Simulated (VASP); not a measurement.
# Ru in VASP: a series of runs

Runs on Ru. Level: PBEsol. Tasks: single point, relaxation of cell and atoms.

Everything below comes from runs of VASP 6.6.1. Logs are shortened: lines on timing, memory, paths and dates and some standing lists are left out, and cuts for length are marked.

**1. The cell of the first run**

The typed cell holds 4 atoms: a = 2.677 Å, b = 2.677 Å, c = 7.484 Å, α = 90.00°, β = 90.00°, γ = 89.96°.

**2. Single point, PBEsol**

INCAR reads:

```
PREC = Accurate
ENCUT = 520
EDIFF = 1E-6
ISMEAR = 0
SIGMA = 0.1
LREAL = False
LASPH = True
NELM = 60
ALGO = Normal
ISIF = 2
LWAVE = False
LCHARG = False
GGA = PS
NBANDS = 36
```

KPOINTS reads:

```
regular mesh
0
Gamma
  6 6 4
```

POSCAR reads:

```
Ru
1.0
    1.8932793705     -1.8919693737      0.0000000000
    1.8932793705      1.8919693737      0.0000000000
    0.0000000000      0.0000000000      7.4835132278
Ru
4
Direct
    0.7500275813      0.2499724187      0.1249840772
    0.7499724187      0.2500275813      0.6249840772
    0.2499724187      0.7500275813      0.8750159228
    0.2500275813      0.7499724187      0.3750159228
```

Potentials or basis: VASP PAW PBE potentials, release 64 (Ru_pv).

Run with:

```console
$ cat potpaw_PBE.64/Ru_pv/POTCAR > POTCAR
$ mpirun -np 1 vasp_std > vasp.out
```

OUTCAR:

```text
PREC = Accurate
   ENCUT = 520
   EDIFF = 1E-6
   ISMEAR = 0
   LREAL = False
   LASPH = True
   NELM = 60
   ISIF = 2
   GGA = PS

 ion  position               nearest neighbor table
   1  0.750  0.250  0.125-   3 2.66   3 2.66   4 2.66   4 2.66   3 2.66   3 2.66   4 2.66   4 2.66

   2  0.750  0.250  0.625-   4 2.66   4 2.66   3 2.66   3 2.66   4 2.66   4 2.66   3 2.66   3 2.66

   3  0.250  0.750  0.875-   1 2.66   1 2.66   2 2.66   2 2.66   1 2.66   1 2.66   2 2.66   2 2.66

   4  0.250  0.750  0.375-   2 2.66   2 2.66   1 2.66   1 2.66   2 2.66   2 2.66   1 2.66   1 2.66

  LATTYP: Found a base centered orthorhombic cell.
 ALAT       =     3.7839387474
 B/A-ratio  =     1.0006923985
 C/A-ratio  =     1.9777046425

  Lattice vectors:

 A1 = (  -1.8932793705,  -1.8919693737,   0.0000000000)
 A2 = (   1.8932793705,  -1.8919693737,   0.0000000000)
 A3 = (   0.0000000000,   0.0000000000,   7.4835132278)

Analysis of symmetry for initial positions (statically):
=====================================================================
 Subroutine PRICEL returns:
 Original cell was already a primitive cell.

 Routine SETGRP: Setting up the symmetry group for a
 base centered orthorhombic supercell.

 Subroutine GETGRP returns: Found  8 space group operations
 (whereof  4 operations were pure point group operations)
 out of a pool of  8 trial point group operations.

The static configuration has the point symmetry C_2h.
 The point group associated with its full space group is D_2h.

Analysis of symmetry for dynamics (positions and initial velocities):
=====================================================================
 Subroutine PRICEL returns:
 Original cell was already a primitive cell.

 Routine SETGRP: Setting up the symmetry group for a
 base centered orthorhombic supercell.

 Subroutine GETGRP returns: Found  8 space group operations
 (whereof  4 operations were pure point group operations)
 out of a pool of  8 trial point group operations.

The dynamic configuration has the point symmetry C_2h.
 The point group associated with its full space group is D_2h.

 Subroutine INISYM returns: Found  8 space group operations
 (whereof  4 operations are pure point group operations),
 and found     1 'primitive' translations

----------------------------------------------------------------------------------------

[... 95 lines left out ...]
   NELM   =     60;   NELMIN=  2; NELMDL= -5     # of ELM steps
   EDIFF  = 0.1E-05   stopping-criterion for ELM
   LREAL  =      F    real-space projection
   EDIFFG = 0.1E-04   stopping-criterion for IOM
   NSW    =      0    number of steps for IOM
   IBRION =     -1    ionic relax: 0-MD 1-quasi-New 2-CG
   NFREE  =      0    steps in history (QN), initial steepest desc. (CG)
   ISIF   =      2    stress and relaxation
   ISYM   =      2    0-nonsym 1-usesym 2-fastsym
   POTIM  = 0.5000    time-step for ionic-motion
   TEBEG  =    0.0;   TEEND  =   0.0 temperature during run
   PSTRESS=    0.0 pullay stress
   NELECT =      56.0000    total number of electrons
   NUPDOWN=      -1.0000    fix difference up-down
   EMIN   =  10.00;   EMAX   =-10.00  energy-range for DOS
   EFERMI =   0.00;   METHOD = LEGACY
   ISMEAR =     0;   SIGMA  =   0.10  broadening in eV -4-tet -1-fermi 0-gaus
   EFERMI_NEDOS =   21; number of points for ismear=-14 and -15
   IALGO  =     38    algorithm
   IMIX   =      4    mixing-type and parameters
     AMIX     =   0.40;   BMIX     =  1.00
     AMIX_MAG =   1.60;   BMIX_MAG =  1.00
  volume/ion in A,a.u.               =      13.40        90.45
  Fermi-wavevector in a.u.,A,eV,Ry     =   1.661050  3.138930 37.539663  2.759087
  Thomas-Fermi vector in A             =   2.748181
   LORBIT       =      0    0 simple, 1 ext, 2 COOP (PROOUT), +10 PAW based schemes
   GGA     = PS    functional components
   LHFCALC =     F    Hartree Fock is set to
   AEXX    =    0.0000 exact exchange contribution
   IVDW    =     0    specifies the selected vdW correction
   LEPSILON=     F    determine dielectric tensor
   LRPA    =     F    only Hartree local field effects (RPA)
 non-spin polarized calculation
 Gauss-broadening in eV      SIGMA  =   0.10
  energy-cutoff  :      520.00
  volume of cell :       53.61
 maximum number of plane-waves:      1464
   NGX =  9   NGY =  9   NGZ = 27

 number of electron      56.0000024 magnetization

 Free energy of the ion-electron system (eV)
  ---------------------------------------------------
  ext. energy  EPLUGINS =         0.00000000
  ---------------------------------------------------
  free energy    TOTEN  =       -40.14022440 eV

  energy without entropy =      -40.12176569  energy(sigma->0) =      -40.13099505

 E-fermi :  12.9177     XC(G=0): -14.3622

 val. band max:       12.9116117383   @ k =  -0.3333   0.3333   0.2500
 cond. band min:      12.9860055229   @ k =   0.1667   0.1667   0.0000
 fundamental gap:      0.0743937846
 Fermi energy:        12.9177022770

 k-point     1 :       0.0000    0.0000    0.0000
  band No.  band energies     occupation
      1     -30.5702      2.00000
      2     -30.0698      2.00000
      3     -30.0694      2.00000
      4     -29.9749      2.00000
      5     -29.9734      2.00000
      6     -29.7675      2.00000
[... 925 lines left out ...]
     35      20.3805      0.00000
     36      20.3884      0.00000

 [... further k-points ...]

------------------------ aborting loop because EDIFF is reached ----------------------------------------

  FORCE on cell =-STRESS in cart. coord.  units (eV):
  Direction    XX          YY          ZZ          XY          YZ          ZX
  --------------------------------------------------------------------------------------
  -------------------------------------------------------------------------------------
  Total       -0.0276028      0.0416199     -0.0076221      0.0000000      0.0000000      0.0000000
  in kB       -0.8248963      1.2437909     -0.2277817      0.0000000      0.0000000      0.0000000
  external PRESSURE =       0.0637043 kB  Pullay stress =       0.0000000 kB

 VOLUME and BASIS-vectors are now :
 -----------------------------------------------------------------------------
  energy-cutoff  :      520.00
  volume of cell :       53.61
      direct lattice vectors                 reciprocal lattice vectors
     1.893279370 -1.891969374  0.000000000     0.264092034 -0.264274891  0.000000000
     1.893279370  1.891969374  0.000000000     0.264092034  0.264274891  0.000000000
     0.000000000  0.000000000  7.483513228     0.000000000  0.000000000  0.133627077

 POSITION                                       TOTAL-FORCE (eV/Angst)
 -----------------------------------------------------------------------------------
      1.89328     -0.94609      0.93532         0.000000      0.000883      0.001458
      1.89328     -0.94588      4.67708         0.000000     -0.000883      0.001458
      1.89328      0.94609      6.54819         0.000000     -0.000883     -0.001458
      1.89328      0.94588      2.80644         0.000000      0.000883     -0.001458
 -----------------------------------------------------------------------------------
    total drift:                               -0.000000     -0.000000     -0.000000

  FREE ENERGIE OF THE ION-ELECTRON SYSTEM (eV)
  ---------------------------------------------------
  free  energy   TOTEN  =       -40.1402244046 eV

  energy  without entropy=      -40.1217656917  energy(sigma->0) =      -40.13099505
```

stdout:

```text
POSCAR found type information on POSCAR Ru
 POSCAR found :  1 types and       4 ions
 scaLAPACK will be used
 -----------------------------------------------------------------------------
|                                                                             |
|                                                                             |
|     You enforced a specific xc type in the INCAR file but a different       |
|     I HOPE YOU KNOW WHAT YOU ARE DOING!                                     |
|                                                                             |
 -----------------------------------------------------------------------------

 LDA part: xc-table for (Slater+PW92), standard interpolation
 POSCAR, INCAR and KPOINTS ok, starting setup
 FFT: planning ... GRIDC
 FFT: planning ... GRID_SOFT
 FFT: planning ... GRID
 WAVECAR not read
 entering main loop
```

Run time: 26 s. Hardware: 1 thread of AMD EPYC 9R45 (Zen 5), shared host; peak memory 0.16 GiB.

Results:

| Quantity | Value |
| --- | --- |
| Free energy | -40.1402 eV |
| Pressure | 0.0 GPa |
| Band gap on the k mesh | zero (bands 28 and 29 overlap by 2.91 eV) |

Stress tensor (GPa, compression positive):
```
-0.08  0.00  0.00
 0.00  0.12  0.00
 0.00  0.00 -0.02
```

Caveat: the k points lie up to 0.39 Å⁻¹ apart, too coarse for converged energies and pressures of a metal; the PAW data sets were made with another functional, which shifts forces and pressure a little.

**3. Single point, PBEsol**

This run uses another cell than the first one: it holds 1 atom, not 4.

INCAR reads:

```
PREC     = Accurate       # precision mode
ENCUT    = 520            # plane-wave cutoff, eV
EDIFF    = 1E-6           # SCF threshold, eV
ISMEAR   = 0              # smearing method
SIGMA    = 0.1            # smearing width, eV
LREAL    = F              # projectors in reciprocal space
LASPH    = T              # aspherical terms in the spheres
NELM     = 100            # most SCF steps
ALGO     = Fast           # electronic algorithm
ISIF     = 2              # what is computed and relaxed
LWAVE    = F              # write WAVECAR
LCHARG   = F              # write CHGCAR
GGA      = PS             # functional
NBANDS   = 13             # bands
```

KPOINTS reads:

```
Automatic mesh
0
Gamma
  28 28 28
```

POSCAR reads:

```
Ru
1.0
   -1.3323835304      1.3323835304      1.8843123548
    1.3323835304     -1.3323835304      1.8843123548
    1.3323835304      1.3323835304     -1.8843123548
Ru
1
Direct
    0.0000000000      0.0000000000      0.0000000000
```

Potentials or basis: VASP PAW PBE potentials, release 64 (Ru_pv).

Run with:

```console
$ cat potpaw_PBE.64/Ru_pv/POTCAR > POTCAR
$ mpirun -np 1 vasp_std > vasp.out
```

Wall time 2.1 min (1 thread of AMD EPYC 9R45 (Zen 5), shared host); peak memory 0.32 GiB.

Results (log left out):

- Free energy: -10.0546 eV
- Pressure: -0.1 GPa
- Band gap on the k mesh: zero (bands 7 and 8 overlap by 3.65 eV)

Levels at points of the mesh, in eV from the Fermi level:
```tsv
k point	band 5	band 6	band 7	band 8	band 9	band 10
(0.00, 0.00, 0.00)	-2.64	-2.64	-2.64	-0.11	-0.11	10.39
(0.50, 0.00, 0.00)	-2.76	-2.76	1.00	1.81	1.81	10.21
(0.50, 0.50, 0.00)	-6.05	1.77	2.34	2.34	3.67	10.39
(0.50, 0.50, 0.50)	-6.05	1.77	2.34	2.34	3.67	10.39
```

Caveat: the PAW data sets were made with another functional, which shifts forces and pressure a little.

**4. Relaxation of cell and atoms, PBEsol**

This run uses another cell than the first one: it holds 1 atom, not 4.

INCAR reads:

```
  PREC = Accurate
  ENCUT = 600
  EDIFF = 1E-7
  ISMEAR = 0
  SIGMA = 0.1
  LREAL = F
  LASPH = T
  NELM = 80
  ALGO = Fast
  ISIF = 3
  LWAVE = F
  LCHARG = F
  GGA = PS
  IBRION = 2
  NSW = 100
  EDIFFG = -0.01
```

KPOINTS is that of step 3.

POSCAR reads:

```
Ru
1.0
   -1.3382876079      1.3382876079      1.8708783070
    1.3382876079     -1.3382876079      1.8708783070
    1.3382876079      1.3382876079     -1.8708783070
Ru
1
Direct
    0.0000000000      0.0000000000      0.0000000000
```

Potentials or basis: VASP PAW PBE potentials, release 64 (Ru_pv).

Run with:

```console
$ cat potpaw_PBE.64/Ru_pv/POTCAR > POTCAR
$ mpirun -np 1 vasp_std > vasp.out
```

OUTCAR:

```text
PREC = Accurate
   ENCUT = 600
   EDIFF = 1E-7
   ISMEAR = 0
   LREAL = F
   LASPH = T
   NELM = 80
   ISIF = 3
   GGA = PS
   IBRION = 2
   NSW = 100
   EDIFFG = -0.01

 ion  position               nearest neighbor table
   1  0.000  0.000  0.000-

  LATTYP: Found a body centered tetragonal cell.
 ALAT       =     2.6765752158
 C/A-ratio  =     1.3979643060

  Lattice vectors:

 A1 = (  -1.3382876079,   1.3382876079,   1.8708783070)
 A2 = (   1.3382876079,  -1.3382876079,   1.8708783070)
 A3 = (   1.3382876079,   1.3382876079,  -1.8708783070)

Analysis of symmetry for initial positions (statically):
=====================================================================
 Subroutine PRICEL returns:
 Original cell was already a primitive cell.

 Routine SETGRP: Setting up the symmetry group for a
 body centered tetragonal supercell.

 Subroutine GETGRP returns: Found 16 space group operations
 (whereof 16 operations were pure point group operations)
 out of a pool of 16 trial point group operations.

The static configuration has the point symmetry D_4h.

[... 170 lines left out ...]
  in kB      -16.1256786    -16.1256786     13.5356435      0.0000000      0.0000000      0.0000000
  external PRESSURE =      -6.2385712 kB  Pullay stress =       0.0000000 kB
[... 127 lines left out ...]
--------------------------------------- Ionic step        5  -------------------------------------------

 number of electron      14.0000002 magnetization

 Free energy of the ion-electron system (eV)
  ---------------------------------------------------
  ext. energy  EPLUGINS =         0.00000000
  ---------------------------------------------------
  free energy    TOTEN  =       -10.05494189 eV

  energy without entropy =      -10.04926489  energy(sigma->0) =      -10.05210339

 E-fermi :  12.8725     XC(G=0): -14.3719

 val. band max:       12.8720603105   @ k =  -0.0714   0.1429   0.0357
 cond. band min:      12.8726937803   @ k =  -0.1071   0.2857   0.0357
 fundamental gap:      0.0006334698
 Fermi energy:        12.8725462250

 k-point     1 :       0.0000    0.0000    0.0000
  band No.  band energies     occupation
      1     -29.4912      2.00000
      2     -29.4912      2.00000
      3     -29.4911      2.00000
      4       4.8126      2.00000
      5      10.2349      2.00000
      6      10.2349      2.00000
      7      10.2353      2.00000
      8      12.7616      1.88346
      9      12.7620      1.88188
     10      23.2658      0.00000
     11      27.8911      0.00000
[... 309 lines left out ...]
 k-point    24 :       0.3214    0.0357    0.0000
  band No.  band energies     occupation
      1     -30.3465      2.00000
      2     -29.6245      2.00000
      3     -29.5975      2.00000
      4       6.9166      2.00000
      5      10.4040      2.00000
      6      10.4450      2.00000
      7      11.1220      2.00000
      8      13.4442      0.00000
      9      13.9927      0.00000
     10      23.2638      0.00000
     11      26.1711      0.00000

 [... further k-points ...]

------------------------ aborting loop because EDIFF is reached ----------------------------------------

  FORCE on cell =-STRESS in cart. coord.  units (eV):
  Direction    XX          YY          ZZ          XY          YZ          ZX
  --------------------------------------------------------------------------------------
  -------------------------------------------------------------------------------------
  Total        0.0002855      0.0002855      0.0001448      0.0000000      0.0000000      0.0000000
  in kB        0.0341915      0.0341915      0.0173383      0.0000000      0.0000000      0.0000000
  external PRESSURE =       0.0285738 kB  Pullay stress =       0.0000000 kB
[... 16 lines left out ...]
  FREE ENERGIE OF THE ION-ELECTRON SYSTEM (eV)
  ---------------------------------------------------
  free  energy   TOTEN  =       -10.0549418885 eV

  energy  without entropy=      -10.0492648854  energy(sigma->0) =      -10.05210339

 reached required accuracy - stopping structural energy minimisation
```

It took 11 min on 1 thread of AMD EPYC 9R45 (Zen 5), shared host; peak memory 0.38 GiB.

Results:

| Property | Result |
| --- | --- |
| Free energy | -10.0549 eV |
| Relaxed volume | 13.38 Å³/atom |
| Relaxed cell | a = 2.665 Å, b = 2.665 Å, c = 2.665 Å, α = 120.00°, β = 120.00°, γ = 90.00° |
| Space group after relaxing (to 0.1 Å) | Fm-3m (No. 225) |
| Energy gained by relaxing | 1.0 meV/atom |
| Ionic steps | 5 |
| Pressure after relaxing | 0.0 GPa |
| Band gap on the k mesh | zero (bands 7 and 8 overlap by 3.65 eV) |

The path:
```csv
step,energy change (eV),largest force (eV/Å),pressure (GPa),volume (Å³)
1,0.0000,0.0000,-0.62,13.40
2,-0.0005,0.0000,1.97,13.30
3,-0.0008,0.0000,1.04,13.34
4,-0.0004,0.0000,-1.61,13.44
5,-0.0010,0.0000,0.00,13.38
```

Final structure:
```
Ru
1.0
    -1.33229    1.33229    1.88409
     1.33229   -1.33229    1.88409
     1.33229    1.33229   -1.88409
Ru
1
Direct
  0.00000 0.00000 0.00000
```

Caveat: the PAW data sets were made with another functional, which shifts forces and pressure a little.

**5. Overview**

```tsv
task	cell	k mesh	cutoff (eV)	gap on the mesh (eV)	pressure (GPa)
single point	a = 2.677, b = 2.677, c = 7.484 Å, 4 atoms, atomic positions A	6 × 6 × 4	520	none	0.0
single point	a = 2.665 Å, angles 120.0, 120.0, 90.0°, 1 atom, atomic positions B	28 × 28 × 28	520	none	-0.1
relaxation of cell and atoms	relaxed from a = 2.661 Å, angles 119.6, 119.6, 90.7°, 1 atom, atomic positions B	28 × 28 × 28	600	none	0.0
```

Alike in all rows: level PBEsol; potentials or basis VASP PAW PBE potentials, release 64 (Ru_pv); no spin polarisation; smearing gaussian 0.1 eV.

Caveats: some runs use coarse meshes; the PAW data sets were made with another functional, which shifts forces and pressure a little.

Absolute energies hang on the potentials; compare differences alone.

The gap in the log of VASP goes by the Fermi energy; the results here count the filled bands.